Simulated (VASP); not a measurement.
# WC (P1) in VASP: further runs

WC is run at these levels: PBEsol; tasks: single point.

Everything below comes from runs of VASP 6.6.1. Logs are shortened: lines on timing, memory, paths and dates and some standing lists are left out, and cuts for length are marked.

**1. The cell of the first run**

The typed cell holds 16 atoms: a = 5.772 Å, b = 4.999 Å, c = 5.648 Å, α = 90.00°, β = 90.00°, γ = 90.00°.

**2. Single point, PBEsol**

INCAR reads:

```
SYSTEM = WC
PREC = Accurate ; ENCUT = 520
EDIFF = 1E-6 ; ISMEAR = -1
SIGMA = 0.17 ; LREAL = Auto
LASPH = .TRUE. ; NELM = 80
ALGO = Normal ; ISIF = 2
LWAVE = .FALSE. ; LCHARG = .FALSE.
GGA = PS ; NBANDS = 86
```

KPOINTS reads:

```
Automatic mesh
0
G
  3 3 3
  0 0 0
```

POSCAR reads:

```
WC
1.0
   -2.8860900000     -4.9988550000      0.0000000000
    4.3291350000     -2.4994270000      0.0000000000
    0.0000000000      0.0000000000      5.6483400000
W C
8 8
Direct
    0.7464768955      0.4853393353     -0.0041782187
    0.7886368874      0.4810376748      0.4852930241
    0.5061676959     -0.0127864977     -0.0030805511
    0.5063421728     -0.0050936084      0.5097957984
    0.2581167462      0.5092814523      0.0178636555
    0.2468343944      0.5134019330      0.5083263401
    0.0013349513     -0.0123921315      0.0098258957
    0.0066206461      0.0144850601      0.4991732084
    0.5381655861      0.6672682456      0.2573322427
    0.5070331317      0.6705596501      0.7448383065
    0.2729442961      0.1547518854      0.2395748131
    0.2642871659      0.1952714680      0.7635871778
    0.0331031150      0.6614805427      0.2489935096
    0.0217691559      0.6706253658      0.7618167462
    0.7692245820      0.1504576258      0.2720976428
    0.7188145870      0.1632574617      0.7356851748
```

Potentials or basis: VASP PAW PBE potentials, release 64 (W_sv, C).

Launch:

```
$ cat potpaw_PBE.64/W_sv/POTCAR potpaw_PBE.64/C/POTCAR > POTCAR
$ mpirun -np 1 vasp_std > vasp.out
```

OUTCAR:

```text
SYSTEM = WC
   PREC = Accurate
   ENCUT = 520
   EDIFF = 1E-6
   ISMEAR = -1
   LREAL = Auto
   LASPH = .TRUE.
   NELM = 80
   ISIF = 2
   GGA = PS

 ion  position               nearest neighbor table
   1  0.746  0.485  0.996-   9 2.11  16 2.19  10 2.19  14 2.26  15 2.29  13 2.36   2 2.78   5 2.82
                             3 2.85   3 2.87   7 2.89   2 2.89   7 2.91   5 2.96
   2  0.789  0.481  0.485-  15 2.05  13 2.14   9 2.15  16 2.16  14 2.27  10 2.39   8 2.65   6 2.65
                             1 2.78   1 2.89   4 2.93   8 2.95   4 3.05   6 3.13
   3  0.506  0.987  0.997-  11 2.10  16 2.11  10 2.13   9 2.18  12 2.18  15 2.32   4 2.75   5 2.79
                             1 2.85   7 2.86   1 2.87   4 2.90   7 2.91   5 2.98
   4  0.506  0.995  0.510-  16 1.96  10 2.10  15 2.17   9 2.18  11 2.19  12 2.24   3 2.75   6 2.84
                             8 2.89   8 2.89   3 2.90   2 2.93   6 2.99   2 3.05
   5  0.258  0.509  0.018-  13 1.99  12 2.13  14 2.15  11 2.17   9 2.25  10 2.26   6 2.77   3 2.79
                             7 2.81   1 2.82   6 2.88   1 2.96   3 2.98   7 3.00
   6  0.247  0.513  0.508-  13 2.05  14 2.09  12 2.15  10 2.16   9 2.33  11 2.35   2 2.65   5 2.77
                             4 2.84   8 2.85   8 2.86   5 2.88   4 2.99   2 3.13
   7  0.001  0.988  0.010-  14 2.12  13 2.13  15 2.16  11 2.20  12 2.31  16 2.41   8 2.77   5 2.81
                             3 2.86   8 2.89   1 2.89   1 2.91   3 2.91   5 3.00
   8  0.007  0.014  0.499-  15 2.00  11 2.24  16 2.26  13 2.27  14 2.27  12 2.29   2 2.65   7 2.77
                             6 2.85   6 2.86   4 2.89   7 2.89   4 2.89   2 2.95
   9  0.538  0.667  0.257-   1 2.11   2 2.15   4 2.18   3 2.18   5 2.25   6 2.33
  10  0.507  0.671  0.745-   4 2.10   3 2.13   6 2.16   1 2.19   5 2.26   2 2.39
  11  0.273  0.155  0.240-   3 2.10   5 2.17   4 2.19   7 2.20   8 2.24   6 2.35
  12  0.264  0.195  0.764-   5 2.13   6 2.15   3 2.18   4 2.24   8 2.29   7 2.31
  13  0.033  0.661  0.249-   5 1.99   6 2.05   7 2.13   2 2.14   8 2.27   1 2.36
  14  0.022  0.671  0.762-   6 2.09   7 2.12   5 2.15   1 2.26   2 2.27   8 2.27
  15  0.769  0.150  0.272-   8 2.00   2 2.05   7 2.16   4 2.17   1 2.29   3 2.32
  16  0.719  0.163  0.736-   4 1.96   3 2.11   2 2.16   1 2.19   8 2.26   7 2.41

  LATTYP: Found a simple orthorhombic cell.
 ALAT       =     4.9988543864
 B/A-ratio  =     1.1299268919
 C/A-ratio  =     1.1547006521

  Lattice vectors:

 A1 = (   4.3291350000,  -2.4994270000,   0.0000000000)
 A2 = (   0.0000000000,   0.0000000000,   5.6483400000)
 A3 = (  -2.8860900000,  -4.9988550000,   0.0000000000)

Analysis of symmetry for initial positions (statically):
=====================================================================
 Subroutine PRICEL returns:
 Original cell was already a primitive cell.

 Routine SETGRP: Setting up the symmetry group for a
 simple orthorhombic supercell.

 Subroutine GETGRP returns: Found  1 space group operations
 (whereof  1 operations were pure point group operations)
 out of a pool of  8 trial point group operations.

The static configuration has the point symmetry C_1 .

Analysis of symmetry for dynamics (positions and initial velocities):
=====================================================================
 Subroutine PRICEL returns:
 Original cell was already a primitive cell.

 Routine SETGRP: Setting up the symmetry group for a
 simple orthorhombic supercell.

 Subroutine GETGRP returns: Found  1 space group operations
 (whereof  1 operations were pure point group operations)
 out of a pool of  8 trial point group operations.

The dynamic configuration has the point symmetry C_1 .

 Subroutine INISYM returns: Found  1 space group operations
 (whereof  1 operations are pure point group operations),
 and found     1 'primitive' translations

----------------------------------------------------------------------------------------

                                     Primitive cell

  volume of cell :     162.9788

  direct lattice vectors                    reciprocal lattice vectors
    -2.886090000 -4.998855000  0.000000000    -0.086622372 -0.150034365  0.000000000
     4.329135000 -2.499427000  0.000000000     0.173244779 -0.100022910  0.000000000
     0.000000000  0.000000000  5.648340000     0.000000000  0.000000000  0.177043167

  length of vectors
     5.772180420  4.998854386  5.648340000     0.173244758  0.200045835  0.177043167

  position of ions in fractional coordinates (direct lattice)
     0.746476896  0.485339335  0.995821781
     0.788636887  0.481037675  0.485293024
     0.506167696  0.987213502  0.996919449
     0.506342173  0.994906392  0.509795798
     0.258116746  0.509281452  0.017863656
     0.246834394  0.513401933  0.508326340
[... 8 lines left out ...]
     0.769224582  0.150457626  0.272097643
     0.718814587  0.163257462  0.735685175

  ion indices of the primitive-cell ions
   primitive index   ion index
                 1           1
                 2           2
                 3           3
                 4           4
                 5           5
                 6           6
[... 8 lines left out ...]
                15          15
                16          16

----------------------------------------------------------------------------------------

 KPOINTS: Automatic mesh

Automatic generation of k-mesh.
 Grid dimensions read from file:
 generate k-points for:    3    3    3

 Generating k-lattice:

  Cartesian coordinates                     Fractional coordinates (reciprocal lattice)
    -0.028874124 -0.050011455  0.000000000     0.333333333  0.000000000  0.000000000
     0.057748260 -0.033340970  0.000000000     0.000000000  0.333333333  0.000000000
     0.000000000  0.000000000  0.059014389     0.000000000  0.000000000  0.333333333

  Length of vectors
     0.057748253  0.066681945  0.059014389

  Shift w.r.t. Gamma in fractional coordinates (k-lattice)
     0.000000000  0.000000000  0.000000000

 Subroutine IBZKPT returns following result:
 ===========================================

 Found     14 irreducible k-points:

 Following reciprocal coordinates:
            Coordinates               Weight
  0.000000  0.000000  0.000000      1.000000
  0.333333  0.000000  0.000000      2.000000
  0.000000  0.333333  0.000000      2.000000
  0.333333  0.333333  0.000000      2.000000
 -0.333333  0.333333  0.000000      2.000000
  0.000000  0.000000  0.333333      2.000000
  0.333333  0.000000  0.333333      2.000000
 -0.333333  0.000000  0.333333      2.000000
  0.000000  0.333333  0.333333      2.000000
  0.000000  0.333333 -0.333333      2.000000
  0.333333  0.333333  0.333333      2.000000
 -0.333333  0.333333 -0.333333      2.000000
 -0.333333 -0.333333  0.333333      2.000000
  0.333333 -0.333333 -0.333333      2.000000
   k-points           NKPTS =     14   k-points in BZ     NKDIM =     14   number of bands    NBANDS=     86
   number of dos      NEDOS =    301   number of ions     NIONS =     16
   total plane-waves  NPLWV =  80640
   dimension x,y,z NGX =    48 NGY =   40 NGZ =   42
   dimension x,y,z NGXF=    96 NGYF=   80 NGZF=   84
   ions per type =               8   8
   NGX,Y,Z   is equivalent  to a cutoff of  13.82, 13.30, 12.36 a.u.
   NGXF,Y,Z  is equivalent  to a cutoff of  27.65, 26.61, 24.72 a.u.
 SYSTEM =  WC
   PREC   = accura    normal or accurate (medium, high low for compatibility)
   ISTART =      0    job   : 0-new  1-cont  2-samecut
   ICHARG =      2    charge: 1-file 2-atom 10-const
   ISPIN  =      1    spin polarized calculation?
   LNONCOLLINEAR =      F non collinear calculations
   LSORBIT =      F    spin-orbit coupling
   LASPH  =      T    aspherical Exc in radial PAW
   ENCUT  =  520.0 eV  38.22 Ry    6.18 a.u.  10.73  9.29 10.50*2*pi/ulx,y,z
   NELM   =     80;   NELMIN=  2; NELMDL= -5     # of ELM steps
   EDIFF  = 0.1E-05   stopping-criterion for ELM
   LREAL  =      T    real-space projection
   EDIFFG = 0.1E-04   stopping-criterion for IOM
   NSW    =      0    number of steps for IOM
   IBRION =     -1    ionic relax: 0-MD 1-quasi-New 2-CG
   NFREE  =      0    steps in history (QN), initial steepest desc. (CG)
   ISIF   =      2    stress and relaxation
   ISYM   =      2    0-nonsym 1-usesym 2-fastsym
   POTIM  = 0.5000    time-step for ionic-motion
   TEBEG  =    0.0;   TEEND  =   0.0 temperature during run
   PSTRESS=    0.0 pullay stress
   NELECT =     144.0000    total number of electrons
   NUPDOWN=      -1.0000    fix difference up-down
   EMIN   =  10.00;   EMAX   =-10.00  energy-range for DOS
   EFERMI =   0.00;   METHOD = LEGACY
   ISMEAR =    -1;   SIGMA  =   0.17  broadening in eV -4-tet -1-fermi 0-gaus
   EFERMI_NEDOS =   21; number of points for ismear=-14 and -15
   IALGO  =     38    algorithm
   IMIX   =      4    mixing-type and parameters
     AMIX     =   0.40;   BMIX     =  1.00
     AMIX_MAG =   1.60;   BMIX_MAG =  1.00
  volume/ion in A,a.u.               =      10.19        68.74
  Fermi-wavevector in a.u.,A,eV,Ry     =   1.570912  2.968594 33.575985  2.467765
  Thomas-Fermi vector in A             =   2.672575
   LORBIT       =      0    0 simple, 1 ext, 2 COOP (PROOUT), +10 PAW based schemes
   GGA     = PS    functional components
   LHFCALC =     F    Hartree Fock is set to
   AEXX    =    0.0000 exact exchange contribution
   IVDW    =     0    specifies the selected vdW correction
   LEPSILON=     F    determine dielectric tensor
   LRPA    =     F    only Hartree local field effects (RPA)
 non-spin polarized calculation
  energy-cutoff  :      520.00
  volume of cell :      162.98
 maximum number of plane-waves:      4399
 NGX is ok and might be reduce to    48
   NGX = 21   NGY = 19   NGZ = 21

 number of electron     144.0000003 magnetization

 Free energy of the ion-electron system (eV)
  ---------------------------------------------------
  ext. energy  EPLUGINS =         0.00000000
  ---------------------------------------------------
  free energy    TOTEN  =      -187.99151375 eV

  energy without entropy =     -187.72229219  energy(sigma->0) =     -187.85690297

 E-fermi :  11.4229     XC(G=0): -14.0144

 val. band max:       11.4138119596   @ k =   0.3333   0.0000   0.3333
 cond. band min:      11.5204405621   @ k =   0.0000   0.0000   0.0000
 fundamental gap:      0.1066286025
 Fermi energy:        11.4228813034

 k-point     1 :       0.0000    0.0000    0.0000
  band No.  band energies     occupation
      1     -62.6856      2.00000
      2     -62.6369      2.00000
      3     -62.6295      2.00000
      4     -62.5921      2.00000
      5     -62.5750      2.00000
      6     -62.5361      2.00000
[... 76 lines left out ...]
     83      15.4730      0.00000
     84      15.5892      0.00000

 k-point     2 :       0.3333    0.0000    0.0000
  band No.  band energies     occupation
      1     -62.6804      2.00000
      2     -62.6356      2.00000
      3     -62.6281      2.00000
      4     -62.5947      2.00000
      5     -62.5801      2.00000
      6     -62.5344      2.00000
[... 1033 lines left out ...]
     83      15.2692      0.00000
     84      15.3480      0.00000

 k-point    14 :       0.3333   -0.3333   -0.3333
  band No.  band energies     occupation
      1     -62.6659      2.00000
      2     -62.6320      2.00000
      3     -62.6282      2.00000
      4     -62.5925      2.00000
      5     -62.5800      2.00000
      6     -62.5436      2.00000
[... 76 lines left out ...]
     83      15.0842      0.00000
     84      15.3063      0.00000
 [bands above 84 left out]

------------------------ aborting loop because EDIFF is reached ----------------------------------------

  FORCE on cell =-STRESS in cart. coord.  units (eV):
  Direction    XX          YY          ZZ          XY          YZ          ZX
  --------------------------------------------------------------------------------------
  -------------------------------------------------------------------------------------
  Total       16.7613619     12.1702802     11.7644277      1.5152521     -1.7244858      0.4859435
  in kB      164.7739950    119.6409756    115.6512082     14.8958149    -16.9527045      4.7771085
  external PRESSURE =     133.3553930 kB  Pullay stress =       0.0000000 kB

 VOLUME and BASIS-vectors are now :
 -----------------------------------------------------------------------------
  energy-cutoff  :      520.00
  volume of cell :      162.98
      direct lattice vectors                 reciprocal lattice vectors
    -2.886090000 -4.998855000  0.000000000    -0.086622372 -0.150034365  0.000000000
     4.329135000 -2.499427000  0.000000000     0.173244779 -0.100022910  0.000000000
     0.000000000  0.000000000  5.648340000     0.000000000  0.000000000  0.177043167

 POSITION                                       TOTAL-FORCE (eV/Angst)
 -----------------------------------------------------------------------------------
     -0.05330     -4.94460      5.62474        -0.472758     -2.521214     -0.117508
     -0.19360     -5.14460      2.74110         5.387214      2.344703      3.359555
      2.81293     -4.99773      5.63094         0.896815     -1.202580      1.456300
      2.84574     -5.01783      2.87950         0.550672      0.863417     -2.848042
      1.45980     -2.56320      0.10090        -2.812892     -0.838036     -2.809057
      1.51020     -2.51710      2.87120        -3.928846     -2.627752     -0.126593
[... 8 lines left out ...]
     -1.56870     -4.22130      1.53690         1.093821      1.331409     -3.185624
     -1.36780     -4.00130      4.15540        -1.249938     -4.106963      2.181865
 -----------------------------------------------------------------------------------
    total drift:                                0.013545     -0.005043     -0.001249

  FREE ENERGIE OF THE ION-ELECTRON SYSTEM (eV)
  ---------------------------------------------------
  free  energy   TOTEN  =      -187.9915137483 eV

  energy  without entropy=     -187.7222921898  energy(sigma->0) =     -187.85690297
```

It took 11 min on 1 thread of Intel Xeon 8259CL, shared host; peak memory 0.31 GiB.

Results:

```yaml
Free_energy: -187.9915 eV
Pressure: 13.3 GPa
Largest_force: 6.768 eV/Å
Band_gap_on_the_k_mesh: zero (bands 72 and 73 overlap by 0.17 eV)
```

Forces on the atoms (eV/Å):
```
W   -0.473 -2.521 -0.118
W    5.387  2.345  3.360
W    0.897 -1.203  1.456
W    0.551  0.863 -2.848
W   -2.813 -0.838 -2.809
W   -3.929 -2.628 -0.127
W    1.146 -1.758 -1.780
W   -3.800 -0.536  2.364
C    0.480  1.965 -0.183
C   -0.838  0.368  0.666
C    1.291  0.772  1.535
C   -1.097  2.260 -0.634
C    2.345  2.043  0.539
C    1.009  1.643 -0.418
C    1.094  1.331 -3.186
C   -1.250 -4.107  2.182
```

Levels at points of the mesh, in eV from the Fermi level:
```
           k point  band 69  band 70  band 71  band 72  band 73  band 74  band 75  band 76
(0.00, 0.00, 0.00)    -0.79    -0.62    -0.32     0.10     0.32     0.76     0.91     1.89
```

Caveat: the k points lie up to 0.42 Å⁻¹ apart; the PAW data sets were made with another functional, which shifts forces and pressure a little; spin-orbit coupling is left out, which moves the levels of the heavy elements.

(Part 1 of 2 ends here.)

The gap in the log of VASP goes by the Fermi energy; the results here count the filled bands.